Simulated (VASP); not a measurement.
# C (R-3m) in VASP: vibrations by perturbation theory with PBEsol

Aim: the vibrations by perturbation theory of C with PBEsol.

All numbers are computed with VASP 6.6.1; they aren't measurements. Logs are shortened: lines on timing, memory, paths and dates and some standing lists are left out, and cuts for length are marked.

## (1) The cell of the first run

Symmetry: R-3m, No. 166, trigonal system. The conventional cell has a = 2.434 Å, b = 2.434 Å, c = 8.547 Å, α = 90.00°, β = 90.00°, γ = 120.00°. C (site symmetry 3m) has 3 C at 1.41 Å within 1.9 Å.

## (2) Vibrations by perturbation theory, PBEsol

INCAR reads:

```
SYSTEM = C
PREC = Accurate ; ENCUT = 600
EDIFF = 1E-8 ; ISMEAR = 0
SIGMA = 0.01 ; LREAL = .False.
LASPH = .True. ; NELM = 120
ALGO = Normal ; ISIF = 2
LWAVE = .False. ; LCHARG = .False.
GGA = PS ; NBANDS = 11
IBRION = 8 ; NSW = 1
LEPSILON = .True. ; GGA_COMPAT = .False.
```

KPOINTS reads:

```
regular mesh
0
Gamma
  18 18 18
  0 0 0
```

POSCAR reads:

```
C
1.0
    1.2167748306      0.7025052760      2.8490474279
   -1.2167748306      0.7025052760      2.8490474279
    0.0000000000     -1.4050105520      2.8490474279
C
2
Direct
    0.1662635185      0.1662635185      0.1662635185
    0.8337364815      0.8337364815      0.8337364815
```

Potentials or basis: VASP PAW PBE potentials, release 64 (C).

Started as:

```bash
$ cat potpaw_PBE.64/C/POTCAR > POTCAR
$ mpirun -np 1 vasp_std > vasp.out
```

OUTCAR:

```text
SYSTEM = C
   PREC = Accurate
   ENCUT = 600
   EDIFF = 1E-8
   ISMEAR = 0
   LREAL = .False.
   LASPH = .True.
   NELM = 120
   ISIF = 2
   GGA = PS
   IBRION = 8
   NSW = 1
   LEPSILON = .True.

 ion  position               nearest neighbor table
   1  0.166  0.166  0.166-   2 1.41   2 1.41   2 1.41
   2  0.834  0.834  0.834-   1 1.41   1 1.41   1 1.41

  LATTYP: Found a trigonal (rhomboedric) cell.
 ALAT       =     3.1766532542
 COS(alpha) =     0.7065657483

  Lattice vectors:

 A1 = (   1.2167748306,   0.7025052760,   2.8490474279)
 A2 = (  -1.2167748306,   0.7025052760,   2.8490474279)
 A3 = (   0.0000000000,  -1.4050105520,   2.8490474279)

Analysis of symmetry for initial positions (statically):
=====================================================================
 Subroutine PRICEL returns:
 Original cell was already a primitive cell.

 Routine SETGRP: Setting up the symmetry group for a
 trigonal (rhombohedral) supercell.

 Subroutine GETGRP returns: Found 12 space group operations
 (whereof 12 operations were pure point group operations)
 out of a pool of 12 trial point group operations.

The static configuration has the point symmetry D_3d.

Analysis of symmetry for dynamics (positions and initial velocities):
=====================================================================
 Subroutine PRICEL returns:
 Original cell was already a primitive cell.

 Routine SETGRP: Setting up the symmetry group for a
 trigonal (rhombohedral) supercell.

 Subroutine GETGRP returns: Found 12 space group operations
 (whereof 12 operations were pure point group operations)
 out of a pool of 12 trial point group operations.

The dynamic configuration has the point symmetry D_3d.

 Subroutine INISYM returns: Found 12 space group operations
 (whereof 12 operations are pure point group operations),
 and found     1 'primitive' translations

----------------------------------------------------------------------------------------

                                     Primitive cell

  volume of cell :      14.6120

  direct lattice vectors                    reciprocal lattice vectors
     1.216774831  0.702505276  2.849047428     0.410922372  0.237246142  0.116998169
    -1.216774831  0.702505276  2.849047428    -0.410922372  0.237246142  0.116998169
     0.000000000 -1.405010552  2.849047428     0.000000000 -0.474492285  0.116998169

  length of vectors
     3.176653254  3.176653254  3.176653254     0.488703898  0.488703898  0.488703898

  position of ions in fractional coordinates (direct lattice)
     0.166263519  0.166263519  0.166263519
     0.833736481  0.833736481  0.833736481

  ion indices of the primitive-cell ions
   primitive index   ion index
                 1           1
                 2           2

----------------------------------------------------------------------------------------

 KPOINTS: regular mesh

Automatic generation of k-mesh.
 Grid dimensions read from file:
 generate k-points for:   18   18   18

 Generating k-lattice:

  Cartesian coordinates                     Fractional coordinates (reciprocal lattice)
     0.022829021  0.013180341  0.006499898     0.055555556  0.000000000  0.000000000
    -0.022829021  0.013180341  0.006499898     0.000000000  0.055555556  0.000000000
     0.000000000 -0.026360682  0.006499898     0.000000000  0.000000000  0.055555556

  Length of vectors
     0.027150217  0.027150217  0.027150217

  Shift w.r.t. Gamma in fractional coordinates (k-lattice)
     0.000000000  0.000000000  0.000000000

 Subroutine IBZKPT returns following result:
 ===========================================

 Found    580 irreducible k-points:

 Following reciprocal coordinates:
[... 451 lines left out ...]
      0.00000      0.00000      1.42108         0.000000      0.000000      0.000291
      0.00000      0.00000      7.12606         0.000000     -0.000000     -0.000291
 -----------------------------------------------------------------------------------
    total drift:                               -0.000000      0.000000     -0.000000

  FREE ENERGIE OF THE ION-ELECTRON SYSTEM (eV)
  ---------------------------------------------------
  free  energy   TOTEN  =       -19.1710973678 eV

  energy  without entropy=      -19.1710973678  energy(sigma->0) =      -19.17109737

 HEAD OF MICROSCOPIC STATIC DIELECTRIC TENSOR (INDEPENDENT PARTICLE, excluding Hartree and local field effects)
 ------------------------------------------------------
         101.565783     0.000000     0.000000
           0.000000   101.565783     0.000000
           0.000000     0.000000    18.951262
 ------------------------------------------------------

 Free energy of the ion-electron system (eV)
  ---------------------------------------------------
  ---------------------------------------------------
  free energy    TOTEN  =        -4.06500807 eV

  energy without entropy =       -4.06500807

------------------------ aborting loop because EDIFF is reached ----------------------------------------

--------------------------------------- Ionic step        2  -------------------------------------------

------------------------ aborting loop because EDIFF is reached ----------------------------------------

--------------------------------------- Ionic step        3  -------------------------------------------

------------------------ aborting loop because EDIFF is reached ----------------------------------------

 PIEZOELECTRIC TENSOR FIELD DIRECTION 3  (e Angst)
 -----------------------------------------------------------------------------
    -0.01589  0.00000  0.00000           ( -0.00000  0.00000  0.00000)
     0.00000 -0.01589 -0.00000           (  0.00000 -0.00000 -0.00000)
     0.00000  0.00000  0.04509           (  0.00000 -0.00000 -0.00000)

 PIEZOELECTRIC TENSOR FIELD DIRECTION 3  (C/m^2)
 -----------------------------------------------------------------------------
    -0.01742  0.00000  0.00000
     0.00000 -0.01742 -0.00000
     0.00000  0.00000  0.04944

--------------------------------------- Ionic step        4  -------------------------------------------

------------------------ aborting loop because EDIFF is reached ----------------------------------------

[... ionic steps 5 to 5 ...]

--------------------------------------- Ionic step        6  -------------------------------------------

 Free energy of the ion-electron system (eV)
  ---------------------------------------------------
  ---------------------------------------------------
  free energy    TOTEN  =        -0.11856721 eV

  energy without entropy =       -0.11856721

------------------------ aborting loop because EDIFF is reached ----------------------------------------

 INTERNAL STRAIN TENSOR  FOR ION    1  DIRECTION 3   (eV/Angst):
 -----------------------------------------------------------------------------
    -0.37682  0.00000  0.00000
     0.00000 -0.37682  0.00000
     0.00000 -0.00000  1.52635

 MACROSCOPIC STATIC DIELECTRIC TENSOR (including local field effects in DFT)
 ------------------------------------------------------
         101.492880     0.000000     0.000000
           0.000000   101.492880     0.000000
           0.000000    -0.000000    18.406065
 ------------------------------------------------------

 PIEZOELECTRIC TENSOR (including local field effects)  for field in x, y, z        (e  Angst)
          XX          YY          ZZ          XY          YZ          ZX
  --------------------------------------------------------------------------------
  x     0.00000     0.00000     0.00000     0.00000     0.00000     0.00000
  y     0.00000     0.00000     0.00000     0.00000     0.00000     0.00000
  z     0.00000     0.00000     0.00000     0.00000     0.00000     0.00000

 PIEZOELECTRIC TENSOR (including local field effects)  for field in x, y, z        (C/m^2)
          XX          YY          ZZ          XY          YZ          ZX
  --------------------------------------------------------------------------------
  x     0.00000     0.00000     0.00000     0.00000     0.00000     0.00000
  y     0.00000     0.00000     0.00000     0.00000     0.00000     0.00000
  z     0.00000     0.00000     0.00000     0.00000     0.00000     0.00000

 BORN EFFECTIVE CHARGES (including local field effects) (in |e|, cummulative output)
 ---------------------------------------------------------------------------------
 ion    1
    1     0.00000     0.00000     0.00000
    2     0.00000     0.00000     0.00000
    3     0.00000     0.00000     0.00000
 ion    2
    1     0.00000     0.00000     0.00000
    2     0.00000     0.00000     0.00000
    3     0.00000     0.00000     0.00000

 INTERNAL STRAIN TENSOR FOR ION    2 for displacements in x,y,z  (eV/Angst):
          X           Y           Z          XY          YZ          ZX
  --------------------------------------------------------------------------------
  x     0.00000     0.00000     0.00000   -15.27181     0.00000    -0.30426
  y   -15.27181    15.27181     0.00000     0.00000    -0.19892    -0.00000
  z     0.37682     0.37682    -1.52635     0.00000     0.00000     0.00000

 SECOND DERIVATIVES (NOT SYMMETRIZED)
 ------------------------------------
               1X          1Y          1Z          2X          2Y          2Z
  1X   -59.159249    0.000000    0.000000   59.159249    0.000000    0.000000
  1Y     0.000000  -59.159249    0.000000    0.000000   59.159249   -0.000000
  1Z     0.000000    0.000000  -15.411869    0.000000    0.000000   15.411869
  2X    59.159249    0.000000    0.000000  -59.159249    0.000000    0.000000
  2Y     0.000000   59.159249   -0.000000    0.000000  -59.159249    0.000000
  2Z     0.000000    0.000000   15.411869    0.000000    0.000000  -15.411869

 Eigenvectors and eigenvalues of the dynamical matrix
 ----------------------------------------------------

   1 f  =   49.066770 THz   308.295607 2PiTHz 1636.691266 cm-1   202.923763 meV
             X         Y         Z           dx          dy          dz
      0.000000  0.000000  1.421078    -0.000000   -0.707107   -0.000000
      0.000000  0.000000  7.126064     0.000000    0.707107    0.000000
[... 11 lines left out ...]
   4 f  =    0.000000 THz     0.000002 2PiTHz    0.000011 cm-1     0.000001 meV
             X         Y         Z           dx          dy          dz
      0.000000  0.000000  1.421078    -0.579420   -0.363115    0.180054
      0.000000  0.000000  7.126064    -0.579420   -0.363115    0.180054

   5 f/i=    0.000000 THz     0.000001 2PiTHz    0.000007 cm-1     0.000001 meV
             X         Y         Z           dx          dy          dz
      0.000000  0.000000  1.421078     0.245682   -0.064827    0.659877
      0.000000  0.000000  7.126064     0.245682   -0.064827    0.659877

   6 f/i=    0.000001 THz     0.000004 2PiTHz    0.000019 cm-1     0.000002 meV
             X         Y         Z           dx          dy          dz
      0.000000  0.000000  1.421078    -0.322354    0.603279    0.179284
      0.000000  0.000000  7.126064    -0.322354    0.603279    0.179284

--------------------------------------------------------------------------------------------------------

 MACROSCOPIC STATIC DIELECTRIC TENSOR IONIC CONTRIBUTION
 ------------------------------------------------------
           0.000000     0.000000     0.000000
           0.000000     0.000000     0.000000
           0.000000     0.000000     0.000000
 ------------------------------------------------------

 ELASTIC MODULI CONTR FROM IONIC RELAXATION (kBar)
 Direction    XX          YY          ZZ          XY          YZ          ZX
 --------------------------------------------------------------------------------
 XX        -433.2832    431.2628      4.0920     -0.0000     -5.6304     -0.0000
 YY         431.2628   -433.2832      4.0920      0.0000      5.6304      0.0000
 ZZ           4.0920      4.0920    -16.5750     -0.0000      0.0000     -0.0000
 XY          -0.0000      0.0000     -0.0000   -432.2730     -0.0000     -8.6121
 YZ          -5.6304      5.6304      0.0000     -0.0000     -0.0733     -0.0000
 ZX          -0.0000      0.0000     -0.0000     -8.6121     -0.0000     -0.1716
 --------------------------------------------------------------------------------

 PIEZOELECTRIC TENSOR IONIC CONTR  for field in x, y, z        (C/m^2)
          XX          YY          ZZ          XY          YZ          ZX
  --------------------------------------------------------------------------------
  x     0.00000     0.00000     0.00000     0.00000     0.00000     0.00000
  y     0.00000     0.00000     0.00000     0.00000     0.00000     0.00000
  z     0.00000     0.00000     0.00000     0.00000     0.00000     0.00000
```

Run time: 23 min. Hardware: 1 thread of Intel Xeon 6975P-C (Granite Rapids), shared host; peak memory 1.2 GiB.

What came out:

```
Electronic dielectric tensor (diagonal) : 101.49, 101.49, 18.41
Born charges (mean of the diagonal)     : C +0.00 e
Highest phonon frequency at Γ           : 1637 cm⁻¹
```

Phonon frequencies in cm⁻¹ (negative: imaginary):
| q point | frequencies |
| --- | --- |
| (0.000, 0.000, 0.000) | 0 0 0 835 1637 1637 |

Electronic dielectric tensor:
```
101.49   0.00   0.00
  0.00 101.49   0.00
  0.00   0.00  18.41
```

Born effective charge tensors (e):
atom 1, C
```
0.00 0.00 0.00
0.00 0.00 0.00
0.00 0.00 0.00
```
atom 2, C
```
0.00 0.00 0.00
0.00 0.00 0.00
0.00 0.00 0.00
```

Caveat: the cell stands under pressure or tension, which shifts response properties.
